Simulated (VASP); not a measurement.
Wanted: the native input for a VASP 6.6.1 run.

- Task: single point
- Functional: PBEsol
- Potentials or basis: VASP PAW PBE potentials, release 64 (H)
- Cutoff: 520 eV
- k mesh: 12 × 12 × 30
- Occupations: gaussian, width 0.05 eV
- Spin: no spin polarisation
- Dipole correction: no
- Further INCAR settings: ALGO = Normal; EDIFF = 1e-07; NBANDS = 6

The structure of H lies in POSCAR:

```
H
1.0
    2.6068951557      0.0000000000      0.0000000000
    0.0000000000      2.6068951557      0.0000000000
    0.0000000000      0.0000000000      1.0129095398
H
1
Direct
    0.0000000000      0.0000000000      0.5000000000
```

This cell differs from its parent crystal: ratio of the length along z to the lengths across it x 1.05, volume and fractional coordinates fixed.

One way to write it, as run:

INCAR

```
SYSTEM = H
  ALGO = Normal
  EDIFF = 1E-7
  ENCUT = 520
  GGA = PS
  ISIF = 2
  ISMEAR = 0
  LASPH = .True.
  LCHARG = .True.
  LELF = .True.
  LREAL = .False.
  LVHAR = .True.
  LWAVE = .False.
  NBANDS = 6
  NELM = 60
  PREC = Accurate
  SIGMA = 0.05
```

KPOINTS

```
k-points
0
Gamma
  12 12 30
  0 0 0
```

Potentials or basis: VASP PAW PBE potentials, release 64 (H).

Command:

```console
$ cat potpaw_PBE.64/H/POTCAR > POTCAR
$ mpirun -np 1 vasp_std > vasp.out
```

It gave:

```yaml
Pressure: -1.8 GPa
```

Caveat: the PAW data sets were made with another functional, which shifts forces and pressure a little.

It took 12 s on 1 thread of Intel(R) Xeon(R) Platinum 8259CL CPU @ 2.50GHz (Skylake/Cascade Lake), with other jobs on the host, peak memory 0.12 GiB.
